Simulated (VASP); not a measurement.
# MoS2 in VASP: further runs, part 2 of 2

VASP 6.6.1. The steps go on from the part before.

### Step 3. Single point, PBEsol (strain -0.0600 x Voigt [0, 0, 0, 1, 0, 0])

INCAR reads:

```
SYSTEM = MoS2
PREC     = Accurate       ! precision mode
ENCUT    = 520            ! plane-wave cutoff, eV
EDIFF    = 1E-6           ! SCF threshold, eV
ISMEAR   = 0              ! smearing method
SIGMA    = 0.05           ! smearing width, eV
LREAL    = .False.        ! projectors in reciprocal space
LASPH    = .True.         ! aspherical terms in the spheres
NELM     = 100            ! most SCF steps
ALGO     = Normal         ! electronic algorithm
ISIF     = 2              ! what is computed and relaxed
LWAVE    = .False.        ! write WAVECAR
LCHARG   = .True.         ! write CHGCAR
GGA      = PS             ! functional
LELF     = .True.         ! ELF
LVHAR    = .True.       
NBANDS   = 49             ! bands
```

KPOINTS reads:

```
regular mesh
0
Gamma
  12 12 1
  0 0 0
```

POSCAR reads:

```
MoS2
1.0
    3.1407285108      0.0000000000      0.0000000000
   -1.5703642554      2.7199506767     -0.0815985203
    0.0000000000     -0.8404171949     28.0139064959
Mo S
3 6
Direct
    0.6666666667      0.3333333333      0.0000000000
    0.3333333333      0.6666666667      0.7755311770
    0.3333333333      0.6666666667      0.2244688230
    0.3333333333      0.6666666667      0.0556609006
    0.6666666667      0.3333333333      0.8311968859
    0.6666666667      0.3333333333      0.2800842459
    0.3333333333      0.6666666667      0.9443390994
    0.6666666667      0.3333333333      0.7199157541
    0.6666666667      0.3333333333      0.1688031141
```

Potentials or basis: VASP PAW PBE potentials, release 64 (Mo_sv, S).

Launch:

```bash
cat potpaw_PBE.64/Mo_sv/POTCAR potpaw_PBE.64/S/POTCAR > POTCAR
mpirun -np 1 vasp_std > vasp.out
```

OUTCAR:

```text
SYSTEM = MoS2
   PREC = Accurate
   ENCUT = 520
   EDIFF = 1E-6
   ISMEAR = 0
   LREAL = .False.
   LASPH = .True.
   NELM = 100
   ISIF = 2
   GGA = PS

 ion  position               nearest neighbor table
   1  0.667  0.333  0.000-   7 2.32   4 2.36   4 2.36   7 2.43   7 2.43   4 2.46
   2  0.333  0.667  0.776-   5 2.32   8 2.36   8 2.36   5 2.43   5 2.43   8 2.46
   3  0.333  0.667  0.224-   6 2.32   9 2.36   9 2.36   6 2.43   6 2.43   9 2.46
   4  0.333  0.667  0.056-   1 2.36   1 2.36   1 2.46
   5  0.667  0.333  0.831-   2 2.32   2 2.43   2 2.43
   6  0.667  0.333  0.280-   3 2.32   3 2.43   3 2.43
   7  0.333  0.667  0.944-   1 2.32   1 2.43   1 2.43
   8  0.667  0.333  0.720-   2 2.36   2 2.36   2 2.46
   9  0.667  0.333  0.169-   3 2.36   3 2.36   3 2.46

  LATTYP: Found a base centered monoclinic cell.
 ALAT       =     5.4423487585
 B/A-ratio  =     0.5770906368
 C/A-ratio  =     5.1497085473
 COS(beta)  =    -0.0599460486

  Lattice vectors:

 A1 = (   1.5703642554,   2.7199506767,  -0.0815985203)
 A2 = (  -1.5703642554,   2.7199506767,  -0.0815985203)
 A3 = (   0.0000000000,  -0.8404171949,  28.0139064959)

Analysis of symmetry for initial positions (statically):
=====================================================================
 Subroutine PRICEL returns:
 Original cell was already a primitive cell.

 Routine SETGRP: Setting up the symmetry group for a
 base centered monoclinic supercell.

 Subroutine GETGRP returns: Found  2 space group operations
 (whereof  2 operations were pure point group operations)
 out of a pool of  4 trial point group operations.

The static configuration has the point symmetry C_1h.

Analysis of symmetry for dynamics (positions and initial velocities):
=====================================================================
 Subroutine PRICEL returns:
 Original cell was already a primitive cell.

 Routine SETGRP: Setting up the symmetry group for a
 base centered monoclinic supercell.
[... 144 lines left out ...]
   GGA     = PS    functional components
   LHFCALC =     F    Hartree Fock is set to
   AEXX    =    0.0000 exact exchange contribution
   IVDW    =     0    specifies the selected vdW correction
   LEPSILON=     F    determine dielectric tensor
   LRPA    =     F    only Hartree local field effects (RPA)
 non-spin polarized calculation
 Gauss-broadening in eV      SIGMA  =   0.05
  energy-cutoff  :      520.00
  volume of cell :      239.10
 maximum number of plane-waves:      6478
   NGX = 11   NGY = 11   NGZ =105

 number of electron      78.0000000 magnetization

 Free energy of the ion-electron system (eV)
  ---------------------------------------------------
  ext. energy  EPLUGINS =         0.00000000
  ---------------------------------------------------
  free energy    TOTEN  =       -70.07399226 eV

  energy without entropy =      -70.07399226  energy(sigma->0) =      -70.07399226

 E-fermi :   3.4729     XC(G=0):  -7.6733

 val. band max:        3.0758034709   @ k =   0.0000   0.0000   0.0000
 cond. band min:       4.2509894563   @ k =   0.1667   0.1667   0.0000
 fundamental gap:      1.1751859854
 Fermi energy:         3.4729179719

 k-point     1 :       0.0000    0.0000    0.0000
  band No.  band energies     occupation
      1     -58.1252      2.00000
      2     -58.1235      2.00000
      3     -58.1235      2.00000
      4     -32.3422      2.00000
      5     -32.3407      2.00000
      6     -32.3407      2.00000
[... 1237 lines left out ...]
     48       6.3569      0.00000
     49       6.9008      0.00000

 [... further k-points ...]

------------------------ aborting loop because EDIFF is reached ----------------------------------------

  FORCE on cell =-STRESS in cart. coord.  units (eV):
  Direction    XX          YY          ZZ          XY          YZ          ZX
  --------------------------------------------------------------------------------------
  -------------------------------------------------------------------------------------
  Total        0.4693920      0.8809902      0.8454187      0.0000000      8.5538133      0.0000000
  in kB        3.1453735      5.9034733      5.6651104      0.0000000     57.3186947      0.0000000
  external PRESSURE =       4.9046524 kB  Pullay stress =       0.0000000 kB

 VOLUME and BASIS-vectors are now :
 -----------------------------------------------------------------------------
  energy-cutoff  :      520.00
  volume of cell :      239.10
      direct lattice vectors                 reciprocal lattice vectors
     3.140728511  0.000000000  0.000000000     0.318397466  0.183992456  0.005519774
    -1.570364255  2.719950677 -0.081598520     0.000000000  0.367984912  0.011039547
     0.000000000 -0.840417195 28.013906496     0.000000000  0.001071861  0.035728712

 POSITION                                       TOTAL-FORCE (eV/Angst)
 -----------------------------------------------------------------------------------
      1.57036      0.90665     -0.02720         0.000000      0.131928      0.008647
     -0.00000      1.16153     21.67126        -0.000000     -0.134422     -0.008727
     -0.00000      1.62465      6.23385        -0.000000     -0.130673     -0.008765
     -0.00000      1.76652      1.50488        -0.000000      0.810538      0.105425
      1.57036      0.20810     23.25787        -0.000000      0.951648      0.116820
      1.57036      0.67126      7.81905        -0.000000      0.968594      0.124655
     -0.00000      1.01966     26.40023         0.000000     -0.950105     -0.115372
      1.57036      0.30162     20.14045        -0.000000     -0.835913     -0.115829
      1.57036      0.76479      4.70164         0.000000     -0.811595     -0.106853
 -----------------------------------------------------------------------------------
    total drift:                                0.000000      0.000032      0.000008

  FREE ENERGIE OF THE ION-ELECTRON SYSTEM (eV)
  ---------------------------------------------------
  free  energy   TOTEN  =       -70.0739922575 eV

  energy  without entropy=      -70.0739922575  energy(sigma->0) =      -70.07399226
```

OSZICAR:

```text
N       E                     dE             d eps       ncg     rms          rms(c)
DAV:   1     0.691871646596E+03    0.69187E+03   -0.42747E+04  4918   0.143E+03
DAV:   2    -0.281275360262E+02   -0.72000E+03   -0.69646E+03  5158   0.363E+02
DAV:   3    -0.728414989031E+02   -0.44714E+02   -0.43728E+02  5259   0.803E+01
[... 17 lines left out ...]
DAV:  21    -0.700739867074E+02   -0.14838E-04   -0.43671E-07  3116   0.286E-03    0.265E-03
DAV:  22    -0.700739890326E+02   -0.23252E-05   -0.73020E-08  2603   0.101E-03    0.141E-03
DAV:  23    -0.700739907640E+02   -0.17313E-05   -0.43919E-08  2652   0.569E-04    0.563E-04
DAV:  24    -0.700739922038E+02   -0.14398E-05   -0.45555E-08  2834   0.490E-04    0.245E-04
DAV:  25    -0.700739922575E+02   -0.53764E-07   -0.69948E-09  2524   0.223E-04
   1 F= -.70073992E+02 E0= -.70073992E+02  d E =-.788405E-31
```

Run time: 10 min. Hardware: 1 thread of AMD EPYC 9R45 (Zen 5), shared host; peak memory 0.54 GiB.

What came out:

| Property | Result |
| --- | --- |
| Free energy | -70.0740 eV |
| Largest force | 0.977 eV/Å |
| Band gap on the k mesh | 1.18 eV (least direct gap 1.74 eV) |

Forces on the atoms (eV/Å):
```
Mo   0.000  0.132  0.009
Mo   0.000 -0.134 -0.009
Mo   0.000 -0.131 -0.009
S    0.000  0.811  0.105
S    0.000  0.952  0.117
S    0.000  0.969  0.125
S    0.000 -0.950 -0.115
S    0.000 -0.836 -0.116
S    0.000 -0.812 -0.107
```

Levels at points of the mesh, in eV from the valence-band top:
```csv
k point,band 35,band 36,band 37,band 38,band 39,band 40,band 41,band 42,band 43,band 44
"(0.00, 0.00, 0.00)",-1.97,-1.62,-0.80,-0.32,0.00,2.22,2.25,2.27,2.30,2.30
"(0.50, 0.00, 0.00)",-1.38,-1.34,-1.21,-1.14,-1.10,1.87,1.89,1.90,2.30,2.40
"(0.00, 0.50, 0.00)",-1.38,-1.33,-1.23,-1.11,-1.03,1.87,1.88,1.90,2.31,2.41
```

Caveat: the cell differs from its parent crystal (strain -0.0600 x Voigt [0, 0, 0, 1, 0, 0]); there is no dipole correction, which matters where the two faces differ; the PAW data sets were made with another functional, which shifts forces and pressure a little.
